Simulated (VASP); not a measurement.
# Cr (Im-3m) in VASP: notebook

Cr is run at these levels: PBE; tasks: single point.

All numbers are computed with VASP 6.6.1; they aren't measurements. Logs are shortened: lines on timing, memory, paths and dates and some standing lists are left out, and cuts for length are marked.

## Step 1: The cell of the first run

It takes space group Im-3m (No. 229, cubic). Conventional cell: a = 2.848 Å, b = 2.848 Å, c = 2.848 Å, α = 90.00°, β = 90.00°, γ = 90.00°. Within 3.3 Å of Cr (site symmetry m-3m) lie 14 Cr at 2.47 to 2.85 Å.

## Step 2: Single point, PBE, collinear spin, antiferromagnetic start

Contents of INCAR:

```
SYSTEM = Cr
ALGO = Normal
EDIFF = 1E-7
ENCUT = 520
GGA = PE
ISIF = 2
ISMEAR = 0
ISPIN = 2
LASPH = .True.
LCHARG = .False.
LMAXMIX = 4
LORBIT = 11
LREAL = .False.
LWAVE = .False.
MAGMOM = 2 -2
NBANDS = 23
NELM = 150
PREC = Accurate
SIGMA = 0.05
```

Contents of KPOINTS:

```
k-points
0
Gamma
  20 20 10
  0 0 0
```

Contents of POSCAR:

```
Cr
1.0
    0.0000000000      2.8476034598      0.0000000000
    2.8476034598      0.0000000000      0.0000000000
    2.8476034598      2.8476034598     -2.8476034598
Cr
2
Direct
    0.0000000000      0.0000000000      0.0000000000
    0.0000000000      0.0000000000      0.5000000000
```

Potentials or basis: VASP PAW PBE potentials, release 64 (Cr_pv).

Command:

```bash
$ cat potpaw_PBE.64/Cr_pv/POTCAR > POTCAR
$ mpirun -np 1 vasp_std > vasp.out
```

OUTCAR:

```text
SYSTEM = Cr
   EDIFF = 1E-7
   ENCUT = 520
   GGA = PE
   ISIF = 2
   ISMEAR = 0
   ISPIN = 2
   LASPH = .True.
   LORBIT = 11
   LREAL = .False.
   NELM = 150
   PREC = Accurate

 ion  position               nearest neighbor table
   1  0.000  0.000  0.000-   2 2.47   2 2.47   2 2.47   2 2.47   2 2.47   2 2.47   2 2.47   2 2.47

   2  0.000  0.000  0.500-   1 2.47   1 2.47   1 2.47   1 2.47   1 2.47   1 2.47   1 2.47   1 2.47

  LATTYP: Found a simple cubic cell.
 ALAT       =     2.8476034598

  Lattice vectors:

 A1 = (   0.0000000000,   2.8476034598,   0.0000000000)
 A2 = (   2.8476034598,   0.0000000000,   0.0000000000)
 A3 = (   0.0000000000,   0.0000000000,  -2.8476034598)

Analysis of symmetry for initial positions (statically):
=====================================================================
 Subroutine PRICEL returns following result:

  LATTYP: Found a body centered cubic cell.
 ALAT       =     2.8476034598

  Lattice vectors:

 A1 = (  -1.4238017299,  -1.4238017299,  -1.4238017299)
 A2 = (  -1.4238017299,   1.4238017299,   1.4238017299)
 A3 = (   1.4238017299,   1.4238017299,  -1.4238017299)

   2 primitive cells build up your supercell.

 Routine SETGRP: Setting up the symmetry group for a
 simple cubic supercell.

 Subroutine GETGRP returns: Found 48 space group operations
 (whereof 48 operations were pure point group operations)
 out of a pool of 48 trial point group operations.

The static configuration has the point symmetry O_h .

Analysis of symmetry for dynamics (positions and initial velocities):
=====================================================================
 Subroutine PRICEL returns following result:

  LATTYP: Found a body centered cubic cell.
 ALAT       =     2.8476034598

  Lattice vectors:

 A1 = (  -1.4238017299,  -1.4238017299,  -1.4238017299)
 A2 = (  -1.4238017299,   1.4238017299,   1.4238017299)
 A3 = (   1.4238017299,   1.4238017299,  -1.4238017299)

   2 primitive cells build up your supercell.

 Routine SETGRP: Setting up the symmetry group for a
 simple cubic supercell.

 Subroutine GETGRP returns: Found 48 space group operations
 (whereof 48 operations were pure point group operations)
 out of a pool of 48 trial point group operations.

The dynamic configuration has the point symmetry O_h .

Analysis of structural, dynamic, and magnetic symmetry:
=====================================================================
 Subroutine PRICEL returns following result:

  LATTYP: Found a body centered cubic cell.
 ALAT       =     2.8476034598

  Lattice vectors:

 A1 = (  -1.4238017299,  -1.4238017299,  -1.4238017299)
 A2 = (  -1.4238017299,   1.4238017299,   1.4238017299)
 A3 = (   1.4238017299,   1.4238017299,  -1.4238017299)

   2 primitive cells build up your supercell.

 Routine SETGRP: Setting up the symmetry group for a
 simple cubic supercell.

 Subroutine GETGRP returns: Found 48 space group operations
 (whereof 48 operations were pure point group operations)
 out of a pool of 48 trial point group operations.

The overall configuration has the point symmetry O_h .

 Subroutine INISYM returns: Found 48 space group operations
 (whereof 48 operations are pure point group operations),
 and found     2 'primitive' translations

----------------------------------------------------------------------------------------

                                     Primitive cell

  volume of cell :      11.5454

  direct lattice vectors                    reciprocal lattice vectors
    -1.423801730 -1.423801730 -1.423801730    -0.351172491  0.000000000 -0.351172491
    -1.423801730  1.423801730  1.423801730    -0.351172491  0.351172491 -0.000000000
     1.423801730  1.423801730 -1.423801730     0.000000000  0.351172491 -0.351172491

  length of vectors
     2.466096936  2.466096936  2.466096936     0.496632899  0.496632899  0.496632899

  position of ions in fractional coordinates (direct lattice)
     0.000000000  0.000000000  0.000000000

  ion indices of the primitive-cell ions
   primitive index   ion index
                 1           1

----------------------------------------------------------------------------------------

 KPOINTS: k-points

Automatic generation of k-mesh.
 Grid dimensions read from file:
 generate k-points for:   20   20   10

 Generating k-lattice:

  Cartesian coordinates                     Fractional coordinates (reciprocal lattice)
     0.000000000  0.017558625  0.017558625     0.050000000  0.000000000  0.000000000
     0.017558625  0.000000000  0.017558625     0.000000000  0.050000000  0.000000000
     0.000000000  0.000000000 -0.035117249     0.000000000  0.000000000  0.100000000

  Length of vectors
     0.024831645  0.024831645  0.035117249

  Shift w.r.t. Gamma in fractional coordinates (k-lattice)
     0.000000000  0.000000000  0.000000000

 Subroutine IBZKPT returns following result:
 ===========================================

 Found    146 irreducible k-points:

 Following reciprocal coordinates:
            Coordinates               Weight
  0.000000  0.000000  0.000000      1.000000
  0.050000  0.000000  0.000000     12.000000
  0.100000  0.000000  0.000000     12.000000
  0.150000  0.000000  0.000000     12.000000
  0.200000  0.000000  0.000000     12.000000
  0.250000  0.000000  0.000000     12.000000
[... 16 lines left out ...]
  0.200000  0.100000  0.000000     48.000000
  0.250000  0.100000 -0.000000     48.000000
 [... further k-points ...]
   k-points           NKPTS =    146   k-points in BZ     NKDIM =    146   number of bands    NBANDS=     23
   number of dos      NEDOS =    301   number of ions     NIONS =      2
   total plane-waves  NPLWV =  23040
   dimension x,y,z NGX =    24 NGY =   24 NGZ =   40
   dimension x,y,z NGXF=    48 NGYF=   48 NGZF=   80
   ions per type =               2
   NGX,Y,Z   is equivalent  to a cutoff of  14.01, 14.01, 13.48 a.u.
   NGXF,Y,Z  is equivalent  to a cutoff of  28.02, 28.02, 26.97 a.u.
 SYSTEM =  Cr
   PREC   = accura    normal or accurate (medium, high low for compatibility)
   ISTART =      0    job   : 0-new  1-cont  2-samecut
   ICHARG =      2    charge: 1-file 2-atom 10-const
   ISPIN  =      2    spin polarized calculation?
   LNONCOLLINEAR =      F non collinear calculations
   LSORBIT =      F    spin-orbit coupling
   LASPH  =      T    aspherical Exc in radial PAW
   ENCUT  =  520.0 eV  38.22 Ry    6.18 a.u.   5.29  5.29  9.17*2*pi/ulx,y,z
   NELM   =    150;   NELMIN=  2; NELMDL= -5     # of ELM steps
   EDIFF  = 0.1E-06   stopping-criterion for ELM
   LREAL  =      F    real-space projection
   EDIFFG = 0.1E-05   stopping-criterion for IOM
   NSW    =      0    number of steps for IOM
   IBRION =     -1    ionic relax: 0-MD 1-quasi-New 2-CG
   NFREE  =      0    steps in history (QN), initial steepest desc. (CG)
   ISIF   =      2    stress and relaxation
   ISYM   =      2    0-nonsym 1-usesym 2-fastsym
   POTIM  = 0.5000    time-step for ionic-motion
   TEBEG  =    0.0;   TEEND  =   0.0 temperature during run
   PSTRESS=    0.0 pullay stress
   NELECT =      24.0000    total number of electrons
   NUPDOWN=      -1.0000    fix difference up-down
   EMIN   =  10.00;   EMAX   =-10.00  energy-range for DOS
   EFERMI =   0.00;   METHOD = LEGACY
   ISMEAR =     0;   SIGMA  =   0.05  broadening in eV -4-tet -1-fermi 0-gaus
   EFERMI_NEDOS =   21; number of points for ismear=-14 and -15
   IALGO  =     38    algorithm
   IMIX   =      4    mixing-type and parameters
     AMIX     =   0.40;   BMIX     =  1.00
     AMIX_MAG =   1.60;   BMIX_MAG =  1.00
  volume/ion in A,a.u.               =      11.55        77.91
  Fermi-wavevector in a.u.,A,eV,Ry     =   1.658310  3.133752 37.415916  2.749992
  Thomas-Fermi vector in A             =   2.745913
   LORBIT       =     11    0 simple, 1 ext, 2 COOP (PROOUT), +10 PAW based schemes
   GGA     = PE    functional components
   LHFCALC =     F    Hartree Fock is set to
   AEXX    =    0.0000 exact exchange contribution
   IVDW    =     0    specifies the selected vdW correction
   LEPSILON=     F    determine dielectric tensor
   LRPA    =     F    only Hartree local field effects (RPA)
 spin polarized calculation
 Gauss-broadening in eV      SIGMA  =   0.05
  energy-cutoff  :      520.00
  volume of cell :       23.09
 maximum number of plane-waves:       638
 NGX is ok and might be reduce to    24

 number of electron      24.0000004 magnetization       0.0000000

 number of electron      24.0000004 magnetization      -0.0000000

 Free energy of the ion-electron system (eV)
  ---------------------------------------------------
  ext. energy  EPLUGINS =         0.00000000
  ---------------------------------------------------
  free energy    TOTEN  =       -19.05659489 eV

  energy without entropy =      -19.05536208  energy(sigma->0) =      -19.05597848

 E-fermi :  10.9692     XC(G=0): -13.6614

 val. band max:       10.9644702586   @ k =   0.4000   0.1000   0.0000
 cond. band min:      10.9745014386   @ k =  -0.1000   0.4000   0.2000
 fundamental gap:      0.0100311799
 Fermi energy:        10.9692024058

 spin component 1

 k-point     1 :       0.0000    0.0000    0.0000
  band No.  band energies     occupation
      1     -32.5541      1.00000
      2     -32.5541      1.00000
      3     -32.5541      1.00000
      4     -31.3810      1.00000
      5     -31.3810      1.00000
      6     -31.3810      1.00000
[... 613 lines left out ...]
     22      25.5227      0.00000
     23      26.1055      0.00000

 [... further k-points ...]

 spin component 2

 k-point     1 :       0.0000    0.0000    0.0000
  band No.  band energies     occupation
      1     -32.5541      1.00000
      2     -32.5541      1.00000
      3     -32.5541      1.00000
      4     -31.3810      1.00000
      5     -31.3810      1.00000
      6     -31.3810      1.00000
[... 613 lines left out ...]
     22      25.5227      0.00000
     23      26.1055      0.00000

 [... further k-points ...]
[... 5 lines left out ...]
  --------------------------------------------------------------------------------------
  -------------------------------------------------------------------------------------
  Total        0.5359509      0.5359509      0.5359509     -0.0000000      0.0000000     -0.0000000
  in kB       37.1875089     37.1875089     37.1875089     -0.0000000      0.0000000     -0.0000000
  external PRESSURE =      37.1875089 kB  Pullay stress =       0.0000000 kB

 VOLUME and BASIS-vectors are now :
 -----------------------------------------------------------------------------
  energy-cutoff  :      520.00
  volume of cell :       23.09
      direct lattice vectors                 reciprocal lattice vectors
     0.000000000  2.847603460  0.000000000     0.000000000  0.351172491  0.351172491
     2.847603460  0.000000000  0.000000000     0.351172491  0.000000000  0.351172491
     2.847603460  2.847603460 -2.847603460     0.000000000  0.000000000 -0.351172491

 POSITION                                       TOTAL-FORCE (eV/Angst)
 -----------------------------------------------------------------------------------
      0.00000      0.00000      0.00000         0.000000      0.000000      0.000000
      1.42380      1.42380     -1.42380         0.000000      0.000000      0.000000
 -----------------------------------------------------------------------------------
    total drift:                               -0.000000     -0.000000      0.000000

  FREE ENERGIE OF THE ION-ELECTRON SYSTEM (eV)
  ---------------------------------------------------
  free  energy   TOTEN  =       -19.0565948916 eV

  energy  without entropy=      -19.0553620767  energy(sigma->0) =      -19.05597848

 total charge

# of ion       s       p       d       tot
------------------------------------------
    1        0.441   6.404   4.217  11.062
    2        0.441   6.404   4.217  11.062
--------------------------------------------------
tot          0.881  12.809   8.434  22.124

 magnetization (x)

# of ion       s       p       d       tot
------------------------------------------
    1        0.012   0.007   0.969   0.989
    2       -0.012  -0.007  -0.969  -0.989
--------------------------------------------------
tot          0.000   0.000  -0.000  -0.000
```

It took 3.6 min on 1 thread of AMD EPYC 7R13 (Zen 3), shared host; peak memory 0.22 GiB.

Results:

```yaml
Free_energy: -19.0566 eV
Pressure: 3.7 GPa
Band_gap_on_the_k_mesh: zero (filled and empty bands overlap)
Net_moment: 0.00 μB per cell
Site_moments: Cr +0.99, -0.99 μB
Valence_electrons_inside_the_program's_atomic_spheres: Cr 11.06
```

Caveat: the cell stands under pressure.

## Step 3: Single point, PBE, collinear spin, antiferromagnetic start (11.78 Å³/atom)

This run uses another cell than the first one, of 11.78 Å³/atom.

Contents of INCAR:

```
PREC = Accurate
ENCUT = 520
EDIFF = 1E-6
ISMEAR = 0
SIGMA = 0.05
LREAL = F
LASPH = T
NELM = 150
ALGO = Fast
ISIF = 2
LWAVE = F
LCHARG = F
ISPIN = 2
MAGMOM = 1.17 -1.17
LORBIT = 11
LMAXMIX = 4
GGA = PE
NBANDS = 23
```

Contents of KPOINTS:

```
Automatic mesh
0
Gamma
  20 20 10
```

Contents of POSCAR:

```
Cr
1.0
    0.0000000000      2.8667078999      0.0000000000
    2.8667078999      0.0000000000      0.0000000000
    2.8667078999      2.8667078999     -2.8667078999
Cr
2
Direct
    0.0000000000      0.0000000000      0.0000000000
    0.0000000000      0.0000000000      0.5000000000
```

Potentials or basis: VASP PAW PBE potentials, release 64 (Cr_pv).

Command:

```bash
$ cat potpaw_PBE.64/Cr_pv/POTCAR > POTCAR
$ mpirun -np 1 vasp_std > vasp.out
```

It took 3.1 min on 1 thread of AMD EPYC 7R13 (Zen 3), shared host; peak memory 0.22 GiB.

It converged, with:

```
Free energy                                           : -19.0620 eV
Pressure                                              : -0.1 GPa
Band gap on the k mesh                                : zero (filled and empty bands overlap)
Net moment                                            : 0.00 μB per cell
Site moments                                          : Cr +1.13, -1.13 μB
Valence electrons inside the program's atomic spheres : Cr 11.02
```

Levels at points of the mesh, in eV from the Fermi level:
Spin up:
| k point | band 9 | band 10 | band 11 | band 12 | band 13 | band 14 | band 15 | band 16 |
| --- | --- | --- | --- | --- | --- | --- | --- | --- |
| (0.00, 0.00, 0.00) | -4.16 | -0.89 | -0.89 | -0.89 | 1.24 | 1.24 | 2.59 | 2.59 |
| (0.50, 0.00, 0.00) | -2.36 | -2.36 | 1.08 | 1.08 | 1.08 | 1.10 | 1.35 | 2.01 |
| (0.00, 0.00, 0.50) | -2.06 | -1.28 | -0.82 | -0.82 | 0.18 | 0.21 | 0.21 | 1.35 |
| (0.50, 0.50, 0.50) | -2.57 | -1.86 | -1.86 | -1.86 | 1.14 | 1.14 | 2.07 | 2.07 |
Spin down:
```csv
k point,band 8,band 9,band 10,band 11,band 12,band 13,band 14,band 15,band 16,band 17
"(0.00, 0.00, 0.00)",-4.16,-4.16,-0.89,-0.89,-0.89,1.24,1.24,2.59,2.59,2.59
"(0.50, 0.00, 0.00)",-4.24,-2.36,-2.36,1.08,1.08,1.08,1.10,1.35,2.01,2.93
"(0.00, 0.00, 0.50)",-3.76,-2.06,-1.28,-0.82,-0.82,0.18,0.21,0.21,1.35,2.17
"(0.50, 0.50, 0.50)",-2.57,-2.57,-1.86,-1.86,-1.86,1.14,1.14,2.07,2.07,6.47
```

## Step 4: Single point, PBE, collinear spin, antiferromagnetic start

This run uses another cell than the first one, of the same volume but with other edges.

INCAR: that of step 3 with these lines changed.

```diff
@@ -8,3 +8,3 @@
 NELM = 150
-ALGO = Fast
+ALGO = Normal
 ISIF = 2
@@ -13,3 +13,3 @@
 ISPIN = 2
-MAGMOM = 1.17 -1.17
+MAGMOM = 2 -2
 LORBIT = 11
```

KPOINTS is that of step 3.

Contents of POSCAR:

```
Cr
1.0
   -1.4238017299      1.4238017299      1.4238017299
    1.4238017299     -1.4238017299      1.4238017299
    2.8476034598      2.8476034598     -2.8476034598
Cr
2
Direct
    0.0000000000      0.0000000000      0.0000000000
    0.0000000000      0.0000000000      0.5000000000
```

Command:

```bash
$ cat potpaw_PBE.64/Cr_pv/POTCAR > POTCAR
$ mpirun -np 1 vasp_std > vasp.out
```

Run time: 11 min. Hardware: 1 thread of Oxide Virtual Turin-like, shared host; peak memory 0.46 GiB.

Results (log left out):

```yaml
Free_energy: -19.0347 eV
Pressure: -0.5 GPa
Band_gap_on_the_k_mesh: zero (filled and empty bands overlap)
Net_moment: 0.00 μB per cell
Valence_electrons_inside_the_program's_atomic_spheres: Cr 11.06
```

Levels at points of the mesh, in eV from the Fermi level:
Spin up:
| k point | band 8 | band 9 | band 10 | band 11 | band 12 | band 13 | band 14 | band 15 | band 16 | band 17 |
| --- | --- | --- | --- | --- | --- | --- | --- | --- | --- | --- |
| (0.00, 0.00, 0.00) | -4.45 | -2.48 | -0.93 | -0.93 | -0.93 | 1.10 | 1.12 | 1.13 | 1.13 | 1.47 |
| (0.50, 0.00, 0.00) | -4.45 | -2.48 | -2.48 | 1.10 | 1.10 | 1.12 | 1.12 | 1.47 | 1.47 | 2.82 |
| (0.50, 0.50, 0.00) | -4.33 | -4.33 | -2.48 | 1.10 | 1.12 | 1.47 | 2.43 | 2.43 | 2.43 | 2.82 |
| (0.00, 0.00, 0.50) | -5.57 | -1.75 | -1.75 | -1.24 | -1.24 | 0.73 | 0.73 | 0.80 | 0.80 | 1.24 |
| (0.50, 0.00, 0.50) | -3.35 | -2.41 | -2.41 | -1.65 | -1.65 | 0.91 | 0.91 | 1.60 | 1.60 | 4.49 |
| (0.50, 0.50, 0.50) | -3.53 | -2.81 | -2.81 | -0.51 | -0.51 | 0.36 | 0.36 | 2.62 | 2.62 | 6.75 |
Spin down:
| k point | band 9 | band 10 | band 11 | band 12 | band 13 | band 14 | band 15 | band 16 |
| --- | --- | --- | --- | --- | --- | --- | --- | --- |
| (0.00, 0.00, 0.00) | -2.48 | -0.93 | -0.93 | -0.93 | 1.10 | 1.12 | 1.13 | 1.13 |
| (0.50, 0.00, 0.00) | -2.48 | -2.48 | 1.10 | 1.10 | 1.12 | 1.12 | 1.47 | 1.47 |
| (0.50, 0.50, 0.00) | -4.33 | -2.48 | 1.10 | 1.12 | 1.47 | 2.43 | 2.43 | 2.43 |
| (0.00, 0.00, 0.50) | -1.75 | -1.75 | -1.24 | -1.24 | 0.73 | 0.73 | 0.80 | 0.80 |
| (0.50, 0.00, 0.50) | -2.41 | -2.41 | -1.65 | -1.65 | 0.91 | 0.91 | 1.60 | 1.60 |
| (0.50, 0.50, 0.50) | -2.81 | -2.81 | -0.51 | -0.51 | 0.36 | 0.36 | 2.62 | 2.62 |

Caveat: an empty level that is flat over the whole mesh can mark a ghost state of the potentials, or a narrow d or f band.
